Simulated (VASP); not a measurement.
# HC20 in VASP: further runs, part 2 of 3

VASP 6.6.1. Earlier steps stand in the parts before.

### 3 Single point, PBE+D3(BJ)

INCAR reads:

```
SYSTEM = HC20
PREC     = Accurate       ! precision mode
ENCUT    = 520            ! plane-wave cutoff, eV
EDIFF    = 1E-7           ! SCF threshold, eV
ISMEAR   = 0              ! smearing method
SIGMA    = 0.1            ! smearing width, eV
LREAL    = Auto         
LASPH    = .TRUE.         ! aspherical terms in the spheres
NELM     = 100            ! most SCF steps
ALGO     = Normal         ! electronic algorithm
ISIF     = 2              ! what is computed and relaxed
LWAVE    = .FALSE.        ! write WAVECAR
LCHARG   = .TRUE.         ! write CHGCAR
LDIPOL   = .TRUE.       
IDIPOL   = 3            
DIPOL    = 0.5 0.5 0.303
GGA      = PE             ! functional
IVDW     = 12             ! dispersion correction
LELF     = .TRUE.         ! ELF
LVHAR    = .TRUE.       
LVACPOTAV= .TRUE.       
NBANDS   = 56             ! bands
```

KPOINTS reads:

```
Automatic mesh
0
G
  6 4 1
  0 0 0
```

POSCAR reads:

```
HC20
1.0
    4.9292027291      0.0000000000      0.0000000000
    0.0000000000      6.8054113579      0.0000000000
    0.0000000000      0.0000000000     22.2346643469
C H
20 1
Direct
    0.3122885183      0.2500141188      0.1798992752
    0.8122885183      0.2500141188      0.1798992752
    0.0622635010      0.2500141188      0.2119095571
    0.5622635010      0.2500141188      0.2119095571
    0.1871989222      0.7499858812      0.2279080302
    0.6871989222      0.7499858812      0.2279080302
    0.4371739048      0.7499858812      0.2599183120
    0.9371739048      0.7499858812      0.2599183120
    0.0621093260      0.2500141188      0.2759167852
    0.5621093260      0.2500141188      0.2759167852
    0.3120409925      0.2500133946      0.3071026518
    0.8120409925      0.2500133946      0.3071026518
    0.4371093881      0.7499905632      0.3309339292
    0.9371093881      0.7499905632      0.3309339292
    0.1866551682      0.7499900467      0.3565506911
    0.6866551682      0.7499900467      0.3565506911
    0.3119519864      0.2500147752      0.3740490919
    0.8119519864      0.2500147752      0.3740490919
    0.0621664184      0.2500173699      0.4018349100
    0.5621664184      0.2500173699      0.4018349100
    0.2288330851      0.4166840366      0.5142719570
```

Potentials or basis: VASP PAW PBE potentials, release 64 (C, H).

Run with:

```console
> cat potpaw_PBE.64/C/POTCAR potpaw_PBE.64/H/POTCAR > POTCAR
> mpirun -np 1 vasp_std > vasp.out
```

OUTCAR:

```text
SYSTEM = HC20
   PREC = Accurate
   ENCUT = 520
   EDIFF = 1E-7
   ISMEAR = 0
   LREAL = Auto
   LASPH = .TRUE.
   NELM = 100
   ISIF = 2
   GGA = PE
   IVDW = 12
 IVDW          = 12

 ion  position               nearest neighbor table
   1  0.312  0.250  0.180-   4 1.42   3 1.42
   2  0.812  0.250  0.180-   3 1.42   4 1.42
   3  0.062  0.250  0.212-   2 1.42   9 1.42   1 1.42
   4  0.562  0.250  0.212-   1 1.42  10 1.42   2 1.42
   5  0.187  0.750  0.228-   7 1.42   8 1.42
   6  0.687  0.750  0.228-   8 1.42   7 1.42
   7  0.437  0.750  0.260-   5 1.42   6 1.42  13 1.58
   8  0.937  0.750  0.260-   6 1.42   5 1.42  14 1.58
   9  0.062  0.250  0.276-  11 1.41  12 1.41   3 1.42
  10  0.562  0.250  0.276-  12 1.41  11 1.41   4 1.42
  11  0.312  0.250  0.307-   9 1.41  10 1.41  17 1.49
  12  0.812  0.250  0.307-  10 1.41   9 1.41  18 1.49
  13  0.437  0.750  0.331-  16 1.36  15 1.36   7 1.58
  14  0.937  0.750  0.331-  15 1.36  16 1.36   8 1.58
  15  0.187  0.750  0.357-  14 1.36  13 1.36
  16  0.687  0.750  0.357-  13 1.36  14 1.36
  17  0.312  0.250  0.374-  19 1.38  20 1.38  11 1.49
  18  0.812  0.250  0.374-  20 1.38  19 1.38  12 1.49
  19  0.062  0.250  0.402-  17 1.38  18 1.38
[... 231 lines left out ...]
      3     -20.9378      2.00000
      4     -19.0127      2.00000
      5     -18.5832      2.00000
      6     -18.4628      2.00000
[... 759 lines left out ...]
     51       1.7297      0.00000
     52       2.8622      0.00000
 [bands above 52 left out]

------------------------ aborting loop because EDIFF is reached ----------------------------------------

 Edisp (eV)   -2.17735

 E8    (eV) :    -0.6504

  FORCE on cell =-STRESS in cart. coord.  units (eV):
  Direction    XX          YY          ZZ          XY          YZ          ZX
  --------------------------------------------------------------------------------------
  -------------------------------------------------------------------------------------
  Total      -0.30549    -0.96757    -6.50330    -0.21177    -1.13298    -0.55050
  in kB      -0.65622    -2.07841   -13.96956    -0.45489    -2.43373    -1.18251
  external pressure =       -5.57 kB  Pullay stress =        0.00 kB

 VOLUME and BASIS-vectors are now :
 -----------------------------------------------------------------------------
  energy-cutoff  :      520.00
  volume of cell :      745.87
      direct lattice vectors                 reciprocal lattice vectors
     4.929202729  0.000000000  0.000000000     0.202872565  0.000000000  0.000000000
     0.000000000  6.805411358  0.000000000     0.000000000  0.146941889  0.000000000
     0.000000000  0.000000000 22.234664347     0.000000000  0.000000000  0.044974819

 POSITION                                       TOTAL-FORCE (eV/Angst)
 -----------------------------------------------------------------------------------
      1.53933      1.70145      4.00000         0.039266      0.020193      2.127315
      4.00393      1.70145      4.00000        -0.128799     -0.000656      2.017379
      0.30691      1.70145      4.71174         0.034383     -0.006706     -3.636377
      2.77151      1.70145      4.71174         0.047890     -0.004059     -3.262946
      0.92274      5.10396      5.06746         0.064763      0.006291      3.199401
      3.38734      5.10396      5.06746         0.067447     -0.001204      3.198946
[... 13 lines left out ...]
      2.77103      1.70147      8.93466        -0.138894      0.169841      0.383651
      1.12796      2.83571     11.43466        -0.190645     -0.571272     -1.044250
 -----------------------------------------------------------------------------------
    total drift:                               -0.020745      0.000022      0.008413

  FREE ENERGIE OF THE ION-ELECTRON SYSTEM (eV)
  ---------------------------------------------------
  free  energy   TOTEN  =      -163.2079194939 eV

  energy  without entropy=     -163.1052433179  energy(sigma->0) =     -163.15658141

 vacuum level on the upper side and lower side of the slab         2.412         2.713
```

stdout:

```text
POSCAR found type information on POSCAR C H
 POSCAR found :  2 types and      21 ions
 scaLAPACK will be used
 LDA part: xc-table for (Slater+PW92), standard interpolation
 POSCAR, INCAR and KPOINTS ok, starting setup
 FFT: planning ... GRIDC
 FFT: planning ... GRID_SOFT
 FFT: planning ... GRID
 WAVECAR not read
 entering main loop
 -----------------------------------------------------------------------------
|                                                                             |
|           W    W    AA    RRRRR   N    N  II  N    N   GGGG   !!!           |
|           W    W   A  A   R    R  NN   N  II  NN   N  G    G  !!!           |
|           W    W  A    A  R    R  N N  N  II  N N  N  G       !!!           |
|           W WW W  AAAAAA  RRRRR   N  N N  II  N  N N  G  GGG   !            |
|           WW  WW  A    A  R   R   N   NN  II  N   NN  G    G                |
|           W    W  A    A  R    R  N    N  II  N    N   GGGG   !!!           |
|                                                                             |
|     Did not find any points to average over, which means that no vacuum     |
|     field-free region was found. Please increase the size of  your cell     |
|     in the dimension of the dipole correction to obtain accurate            |
|     workfunction values.                                                    |
|                                                                             |
 -----------------------------------------------------------------------------
```

Wall time 27 min (1 thread of Intel Xeon Platinum 8488C (Sapphire Rapids), shared host); peak memory 0.9 GiB.

What came out:

```
Free energy                : -163.2079 eV
Largest force              : 3.637 eV/Å
Band gap on the k mesh     : zero (an odd number of electrons rules out a gap without spin polarisation)
Dispersion energy per atom : -0.104 eV
```

Forces on the atoms (eV/Å):
```
C    0.039  0.020  2.127
C   -0.129 -0.001  2.017
C    0.034 -0.007 -3.636
C    0.048 -0.004 -3.263
C    0.065  0.006  3.199
C    0.067 -0.001  3.199
C   -0.071 -0.002 -3.188
C   -0.062 -0.002 -3.187
C    0.028  0.002  1.307
C   -0.029 -0.006  1.180
C    0.056 -0.129  0.435
C   -0.032 -0.038  0.263
C    0.002 -0.004  0.029
C    0.009 -0.004  0.027
C   -0.005 -0.001 -0.014
C   -0.006  0.007 -0.008
C    0.151 -0.017 -0.568
C   -0.161  0.055 -0.327
C    0.323  0.528  1.067
C   -0.139  0.170  0.384
H   -0.191 -0.571 -1.044
```

Levels at points of the mesh, in eV from the Fermi level:
```
           k point  band 37  band 38  band 39  band 40  band 41  band 42  band 43  band 44
(0.00, 0.00, 0.00)    -0.73    -0.44    -0.33     0.02     0.17     0.21     0.61     0.87
(0.50, 0.00, 0.00)    -0.82    -0.80    -0.58    -0.08    -0.06     0.05     0.59     0.59
(0.00, 0.50, 0.00)    -0.73    -0.44    -0.33     0.03     0.11     0.26     0.61     0.94
(0.50, 0.50, 0.00)    -0.75    -0.74    -0.58    -0.07    -0.06     0.04     0.58     0.63
```

### 4 Single point, PBE+D3(BJ)

INCAR reads:

```
  PREC = Accurate
  ENCUT = 520
  EDIFF = 1E-7
  ISMEAR = 0
  SIGMA = 0.1
  LREAL = Auto
  LASPH = T
  NELM = 60
  ALGO = Fast
  ISIF = 2
  LWAVE = F
  LCHARG = T
  LDIPOL = T
  IDIPOL = 3
  DIPOL = 0.5 0.5 0.303
  GGA = PE
  IVDW = 12
  LELF = T
  LVHAR = T
  LVACPOTAV = T
  NBANDS = 56
```

KPOINTS reads:

```
Automatic mesh
0
Gamma
  6 4 1
```

POSCAR: that of step 3 with these lines changed.

```diff
@@ -28,2 +28,2 @@
     0.5621664184      0.2500173699      0.4018349100
-    0.2288330851      0.4166840366      0.5142719570
+    0.1454997517      0.4166840366      0.5142719570
```

Potentials or basis: VASP PAW PBE potentials, release 64 (C, H).

Run with:

```console
> cat potpaw_PBE.64/C/POTCAR potpaw_PBE.64/H/POTCAR > POTCAR
> mpirun -np 1 vasp_std > vasp.out
```

OUTCAR:

```text
PREC = Accurate
   ENCUT = 520
   EDIFF = 1E-7
   ISMEAR = 0
   LREAL = Auto
   LASPH = T
   NELM = 60
   ISIF = 2
   GGA = PE
   IVDW = 12
 IVDW          = 12

 ion  position               nearest neighbor table
   1  0.312  0.250  0.180-   4 1.42   3 1.42
   2  0.812  0.250  0.180-   3 1.42   4 1.42
   3  0.062  0.250  0.212-   2 1.42   9 1.42   1 1.42
   4  0.562  0.250  0.212-   1 1.42  10 1.42   2 1.42
   5  0.187  0.750  0.228-   7 1.42   8 1.42
   6  0.687  0.750  0.228-   8 1.42   7 1.42
   7  0.437  0.750  0.260-   5 1.42   6 1.42  13 1.58
   8  0.937  0.750  0.260-   6 1.42   5 1.42  14 1.58
[... 1020 lines left out ...]
  Total      -0.20262    -1.06773    -6.87054    -0.18619    -1.32458    -0.50757
  in kB      -0.43525    -2.29357   -14.75841    -0.39995    -2.84529    -1.09030
  external pressure =       -5.83 kB  Pullay stress =        0.00 kB

 VOLUME and BASIS-vectors are now :
 -----------------------------------------------------------------------------
  energy-cutoff  :      520.00
  volume of cell :      745.87
      direct lattice vectors                 reciprocal lattice vectors
     4.929202729  0.000000000  0.000000000     0.202872565  0.000000000  0.000000000
     0.000000000  6.805411358  0.000000000     0.000000000  0.146941889  0.000000000
     0.000000000  0.000000000 22.234664347     0.000000000  0.000000000  0.044974819

 POSITION                                       TOTAL-FORCE (eV/Angst)
 -----------------------------------------------------------------------------------
      1.53933      1.70145      4.00000         0.082241      0.013331      2.072519
      4.00393      1.70145      4.00000        -0.171525      0.005056      2.018127
      0.30691      1.70145      4.71174         0.037574     -0.005778     -3.708583
      2.77151      1.70145      4.71174         0.044239     -0.003368     -3.151397
      0.92274      5.10396      5.06746         0.065983      0.007336      3.201773
      3.38734      5.10396      5.06746         0.072564     -0.001580      3.201382
[... 13 lines left out ...]
      2.77103      1.70147      8.93466        -0.042249      0.088364      0.280677
      0.71720      2.83571     11.43466        -0.169651     -0.645032     -1.205075
 -----------------------------------------------------------------------------------
    total drift:                               -0.020715      0.000037      0.008110

  FREE ENERGIE OF THE ION-ELECTRON SYSTEM (eV)
  ---------------------------------------------------
  free  energy   TOTEN  =      -163.2895255984 eV

  energy  without entropy=     -163.1884828757  energy(sigma->0) =     -163.23900424

 vacuum level on the upper side and lower side of the slab         2.348         2.755
```

Wall time 16 min (1 thread of Oxide Virtual Turin-like, shared host); peak memory 0.86 GiB.

What came out:

```yaml
Free_energy: -163.2895 eV
Largest_force: 3.709 eV/Å
Band_gap_on_the_k_mesh: zero (an odd number of electrons rules out a gap without spin polarisation)
Dispersion_energy_per_atom: -0.104 eV
```

Forces in eV/Å, atoms in the order of the input:
```
C    0.082  0.013  2.073
C   -0.172  0.005  2.018
C    0.038 -0.006 -3.709
C    0.044 -0.003 -3.151
C    0.066  0.007  3.202
C    0.073 -0.002  3.201
C   -0.075 -0.003 -3.190
C   -0.066 -0.002 -3.190
C    0.012  0.004  1.347
C   -0.008 -0.010  1.174
C    0.057 -0.110  0.379
C   -0.037 -0.059  0.281
C    0.003 -0.005  0.022
C    0.011 -0.005  0.028
C   -0.010 -0.001 -0.010
C   -0.008  0.010 -0.002
C    0.247  0.007 -0.455
C   -0.242  0.051 -0.360
C    0.197  0.664  1.266
C   -0.042  0.088  0.281
H   -0.170 -0.645 -1.205
```

[end of part 2 of 3]
